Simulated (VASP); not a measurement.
# Ge (P6/mmm) in VASP: a series of runs, part 2 of 2

VASP 6.6.1.

### 4 Relaxation of cell and atoms, PBE

This run uses another cell than the first one, of 31.68 Å³/atom, 1.606 times its volume.

INCAR

```
SYSTEM = Ge
PREC = Accurate
ENCUT = 600
EDIFF = 1E-6
ISMEAR = 0
SIGMA = 0.1
LREAL = .False.
LASPH = .True.
NELM = 80
ALGO = Normal
ISIF = 3
LWAVE = .False.
LCHARG = .False.
GGA = PE
IBRION = 2
NSW = 90
EDIFFG = -0.04
```

KPOINTS

```
regular mesh
0
Gamma
  6 6 4
  0 0 0
```

POSCAR

```
Ge
1.0
    3.4796488800      0.0000000000      0.0000000000
   -1.7398244400      3.0134643300      0.0000000000
    0.0000000000      0.0000000000      6.0430315000
Ge
2
Direct
    0.0000000000      0.0000000000      0.7816927900
    0.0000000000      0.0000000000      0.2183072100
```

Potentials or basis: VASP PAW PBE potentials, release 64 (Ge_d).

The run is started by

```sh
> cat potpaw_PBE.64/Ge_d/POTCAR > POTCAR
> mpirun -np 1 vasp_std > vasp.out
```

OUTCAR:

```text
SYSTEM = Ge
   PREC = Accurate
   ENCUT = 600
   EDIFF = 1E-6
   ISMEAR = 0
   LREAL = .False.
   LASPH = .True.
   NELM = 80
   ISIF = 3
   GGA = PE
   IBRION = 2
   NSW = 90
   EDIFFG = -0.04

 ion  position               nearest neighbor table
   1  0.000  0.000  0.782-   2 2.64
   2  0.000  0.000  0.218-   1 2.64

  LATTYP: Found a hexagonal cell.
 ALAT       =     3.4796488800
 C/A-ratio  =     1.7366785295

  Lattice vectors:

 A1 = (   3.4796488800,   0.0000000000,   0.0000000000)
 A2 = (  -1.7398244400,   3.0134643300,   0.0000000000)
 A3 = (   0.0000000000,   0.0000000000,   6.0430315000)

Analysis of symmetry for initial positions (statically):
=====================================================================
 Subroutine PRICEL returns:
[... 719 lines left out ...]
  free  energy   TOTEN  =        -8.2112252729 eV

  energy  without entropy=       -8.2023059602  energy(sigma->0) =       -8.20676562

[... ionic steps 4 to 15 ...]

--------------------------------------- Ionic step       16  -------------------------------------------

 number of electron      27.9999994 magnetization

------------------------ aborting loop because EDIFF is reached ----------------------------------------
[... 67 lines left out ...]
--------------------------------------- Ionic step       18  -------------------------------------------

 number of electron      27.9999992 magnetization

 Free energy of the ion-electron system (eV)
  ---------------------------------------------------
  ext. energy  EPLUGINS =         0.00000000
  ---------------------------------------------------
  free energy    TOTEN  =        -8.57022597 eV

  energy without entropy =       -8.56200400  energy(sigma->0) =       -8.56611498

 E-fermi :   6.2728     XC(G=0): -11.0115

 val. band max:        6.2275353952   @ k =   0.3333   0.1667   0.2500
 cond. band min:       6.3926903093   @ k =   0.5000   0.0000   0.2500
 fundamental gap:      0.1651549141
 Fermi energy:         6.2727580873

 k-point     1 :       0.0000    0.0000    0.0000
  band No.  band energies     occupation
      1     -18.5341      2.00000
      2     -18.4796      2.00000
      3     -18.4796      2.00000
      4     -18.4736      2.00000
      5     -18.4736      2.00000
      6     -18.4045      2.00000
[... 459 lines left out ...]
  FREE ENERGIE OF THE ION-ELECTRON SYSTEM (eV)
  ---------------------------------------------------
  free  energy   TOTEN  =        -8.5702259674 eV

  energy  without entropy=       -8.5620039985  energy(sigma->0) =       -8.56611498

 reached required accuracy - stopping structural energy minimisation
```

CONTCAR:

```text
Ge
   1.00000000000000
     2.8356796928329864   -0.0000000000000000    0.0000000000000000
    -1.4178398464164932    2.4557706525541341   -0.0000000000000000
    -0.0000000000000000    0.0000000000000001    5.6549228711127340
  Ge
     2
Direct
     0.0000000000000000    0.0000000000000000    0.7502690632213931
     0.0000000000000000    0.0000000000000000    0.2497309367786069

  0.00000000E+00  0.00000000E+00  0.00000000E+00
  0.00000000E+00  0.00000000E+00  0.00000000E+00
```

Run time: 2.4 min. Hardware: 1 thread of AMD EPYC 9R45 (Zen 5), shared host; peak memory 0.18 GiB.

What came out:

```
Free energy                            : -8.5702 eV
Relaxed volume                         : 19.69 Å³/atom
Relaxed cell                           : a = 2.836 Å, b = 2.836 Å, c = 5.655 Å, α = 90.00°, β = 90.00°, γ = 120.00°
Space group after relaxing (to 0.05 Å) : P6/mmm (No. 191)
Energy gained by relaxing              : 706.6 meV/atom
Ionic steps                            : 18
Pressure after relaxing                : 0.0 GPa
Largest force after relaxing           : 0.017 eV/Å
Band gap on the k mesh                 : zero (band 14 reaches 11.18 eV, above the bottom of band 15 at 4.00 eV)
```

Forces in eV/Å, atoms in the order of the input:
```
Ge   0.000  0.000 -0.017
Ge   0.000  0.000  0.017
```

Stress tensor (GPa, compression positive):
```
 0.02  0.00  0.00
 0.00  0.02  0.00
 0.00  0.00 -0.10
```

The path:
```tsv
step	energy change (eV)	largest force (eV/Å)	pressure (GPa)	volume (Å³)
1	0.0000	0.3376	-8.18	63.37
2	-0.7366	1.1467	-6.29	49.63
3	-1.0543	2.1133	5.62	38.24
4	-1.1517	1.1251	13.06	34.57
5	-1.1793	1.5042	9.90	35.71
6	-1.3403	0.7282	3.24	38.13
7	-1.3743	0.4090	0.14	39.72
8	-1.3765	0.3327	-0.98	40.24
9	-1.3764	0.3479	-0.75	40.15
10	-1.3824	0.3198	-0.53	39.90
11	-1.3960	0.2683	0.69	39.15
12	-1.3931	0.0781	3.32	37.69
13	-1.4012	0.1829	1.88	38.56
14	-1.4054	0.1358	1.70	38.59
15	-1.4100	0.0005	1.54	38.65
16	-1.4101	0.0155	1.39	38.65
17	-1.4116	0.0049	1.02	38.85
18	-1.4133	0.0167	-0.02	39.38
```

Final structure:
```
CELL_PARAMETERS angstrom
2.83568 0.00000 0.00000
-1.41784 2.45577 0.00000
0.00000 0.00000 5.65492
ATOMIC_POSITIONS crystal
Ge 0.00000 0.00000 0.75027
Ge 0.00000 0.00000 0.24973
```

Caveat: the volume moved by over 15 % at a fixed basis, so the end points are rough.

### 5 Single point, PBE

This run uses another cell than the first one: it holds 1 atom, not 2.

INCAR

```
PREC = Accurate ; ENCUT = 520
EDIFF = 1E-6 ; ISMEAR = 0
SIGMA = 0.1 ; LREAL = F
LASPH = T ; NELM = 60
ALGO = Normal ; ISIF = 2
LWAVE = F ; LCHARG = T
GGA = PE ; LELF = T
LVHAR = T ; NBANDS = 13
```

KPOINTS

```
Automatic mesh
0
Gamma
  24 24 20
```

POSCAR

```
Ge
1.0
    2.8787657231      0.0000000000      0.0000000000
   -1.4393828615      2.4930842477      0.0000000000
    0.0000000000      0.0000000000      2.6933275570
Ge
1
Direct
    0.0000000000      0.0000000000      0.5000000000
```

Potentials or basis: VASP PAW PBE potentials, release 64 (Ge_d).

The run is started by

```sh
> cat potpaw_PBE.64/Ge_d/POTCAR > POTCAR
> mpirun -np 1 vasp_std > vasp.out
```

OUTCAR:

```text
PREC = Accurate
   ENCUT = 520
   EDIFF = 1E-6
   ISMEAR = 0
   LREAL = F
   LASPH = T
   NELM = 60
   ISIF = 2
   GGA = PE

 ion  position               nearest neighbor table
   1  0.000  0.000  0.500-

  LATTYP: Found a hexagonal cell.
 ALAT       =     2.8787657231
 C/A-ratio  =     0.9355841413

  Lattice vectors:

 A1 = (   2.8787657231,   0.0000000000,   0.0000000000)
 A2 = (  -1.4393828615,   2.4930842477,   0.0000000000)
 A3 = (   0.0000000000,   0.0000000000,   2.6933275570)

Analysis of symmetry for initial positions (statically):
=====================================================================
 Subroutine PRICEL returns:
 Original cell was already a primitive cell.

 Routine SETGRP: Setting up the symmetry group for a
 hexagonal supercell.

 Subroutine GETGRP returns: Found 24 space group operations
 (whereof 24 operations were pure point group operations)
 out of a pool of 24 trial point group operations.

The static configuration has the point symmetry D_6h.

Analysis of symmetry for dynamics (positions and initial velocities):
=====================================================================
 Subroutine PRICEL returns:
 Original cell was already a primitive cell.

 Routine SETGRP: Setting up the symmetry group for a
 hexagonal supercell.

 Subroutine GETGRP returns: Found 24 space group operations
 (whereof 24 operations were pure point group operations)
 out of a pool of 24 trial point group operations.

The dynamic configuration has the point symmetry D_6h.

 Subroutine INISYM returns: Found 24 space group operations
 (whereof 24 operations are pure point group operations),
 and found     1 'primitive' translations

----------------------------------------------------------------------------------------

                                     Primitive cell

  volume of cell :      19.3300
[... 112 lines left out ...]
   GGA     = PE    functional components
   LHFCALC =     F    Hartree Fock is set to
   AEXX    =    0.0000 exact exchange contribution
   IVDW    =     0    specifies the selected vdW correction
   LEPSILON=     F    determine dielectric tensor
   LRPA    =     F    only Hartree local field effects (RPA)
 non-spin polarized calculation
 Gauss-broadening in eV      SIGMA  =   0.10
  energy-cutoff  :      520.00
  volume of cell :       19.33
 maximum number of plane-waves:       550
 NGX is ok and might be reduce to    24

 number of electron      14.0000000 magnetization

 Free energy of the ion-electron system (eV)
  ---------------------------------------------------
  ext. energy  EPLUGINS =         0.00000000
  ---------------------------------------------------
  free energy    TOTEN  =        -4.27566681 eV

  energy without entropy =       -4.27410966  energy(sigma->0) =       -4.27488823

 E-fermi :   6.3743     XC(G=0): -11.1117

 val. band max:        6.3537253506   @ k =   0.1667   0.0000   0.2500
 cond. band min:       6.3923664210   @ k =   0.2917   0.2500   0.5000
 fundamental gap:      0.0386410704
 Fermi energy:         6.3743179229

 k-point     1 :       0.0000    0.0000    0.0000
  band No.  band energies     occupation
      1     -18.3834      2.00000
      2     -18.2988      2.00000
      3     -18.2988      2.00000
      4     -18.1578      2.00000
      5     -18.1578      2.00000
      6      -6.6036      2.00000
      7      13.0050      0.00000
      8      14.4962      0.00000
      9      14.4962      0.00000
     10      16.5415      0.00000
     11      20.4152      0.00000
     12      20.4152      0.00000
     13      20.9589      0.00000
[... 354 lines left out ...]
  band No.  band energies     occupation
      1     -18.3663      2.00000
      2     -18.2772      2.00000
      3     -18.2070      2.00000
      4     -18.1796      2.00000
      5     -18.1702      2.00000
      6      -1.7931      2.00000
      7       1.0614      2.00000
      8       9.9924      0.00000
      9      14.9645      0.00000
     10      16.7277      0.00000
     11      22.3171      0.00000
     12      23.1614      0.00000
     13      23.2047      0.00000

 [... further k-points ...]

------------------------ aborting loop because EDIFF is reached ----------------------------------------

  FORCE on cell =-STRESS in cart. coord.  units (eV):
  Direction    XX          YY          ZZ          XY          YZ          ZX
  --------------------------------------------------------------------------------------
  -------------------------------------------------------------------------------------
  Total       -0.0189106     -0.0189106     -0.0217735     -0.0000000      0.0000000      0.0000000
  in kB       -1.5674163     -1.5674163     -1.8047017     -0.0000000      0.0000000      0.0000000
  external PRESSURE =      -1.6465114 kB  Pullay stress =       0.0000000 kB

 VOLUME and BASIS-vectors are now :
 -----------------------------------------------------------------------------
  energy-cutoff  :      520.00
  volume of cell :       19.33
      direct lattice vectors                 reciprocal lattice vectors
     2.878765723  0.000000000  0.000000000     0.347371094  0.200554795  0.000000000
    -1.439382861  2.493084248  0.000000000     0.000000000  0.401109590  0.000000000
     0.000000000  0.000000000  2.693327557     0.000000000  0.000000000  0.371287925

 POSITION                                       TOTAL-FORCE (eV/Angst)
 -----------------------------------------------------------------------------------
      0.00000      0.00000      1.34666        -0.000000      0.000000      0.000000
 -----------------------------------------------------------------------------------
    total drift:                                0.000000      0.000000     -0.000000

  FREE ENERGIE OF THE ION-ELECTRON SYSTEM (eV)
  ---------------------------------------------------
  free  energy   TOTEN  =        -4.2756668053 eV

  energy  without entropy=       -4.2741096591  energy(sigma->0) =       -4.27488823
```

stdout:

```text
POSCAR found type information on POSCAR Ge
 POSCAR found :  1 types and       1 ions
 scaLAPACK will be used
 LDA part: xc-table for (Slater+PW92), standard interpolation
 POSCAR, INCAR and KPOINTS ok, starting setup
 FFT: planning ... GRIDC
 FFT: planning ... GRID_SOFT
 FFT: planning ... GRID
 WAVECAR not read
 entering main loop
```

It took 57 s on 1 thread of AMD EPYC 9R45 (Zen 5), shared host; peak memory 0.23 GiB.

What came out:

* Free energy: -4.2757 eV
* Pressure: -0.2 GPa
* Band gap on the k mesh: zero (band 7 reaches 13.12 eV, above the bottom of band 8 at 3.02 eV)

### 6 Overview

```csv
task,cell,k mesh,cutoff (eV),gap on the mesh (eV),pressure (GPa),largest force (eV/Å)
single point,"a = 2.838, b = 2.838, c = 5.655 Å, angles 90.0, 90.0, 120.0°, 2 atoms",6 × 6 × 4,520,none,-0.2,-
single point,"a = 3.480, b = 3.480, c = 6.043 Å, angles 90.0, 90.0, 120.0°, 2 atoms",6 × 6 × 4,520,none,-8.2,0.34
relaxation of cell and atoms,"relaxed from a = 3.480, b = 3.480, c = 6.043 Å, angles 90.0, 90.0, 120.0°, 2 atoms",6 × 6 × 4,600,none,0.0,0.02
single point,"a = 2.879, b = 2.879, c = 2.693 Å, angles 90.0, 90.0, 120.0°, 1 atom",24 × 24 × 20,520,none,-0.2,-
```

Alike in all rows: level PBE; potentials or basis VASP PAW PBE potentials, release 64 (Ge_d); no spin polarisation; smearing gaussian 0.1 eV.

Caveats: some runs use coarse meshes; the volume moved by over 15 % at a fixed basis, so the end points are rough (some runs).

Total energies depend on the potentials used, so only differences within one code and one set of settings carry meaning.
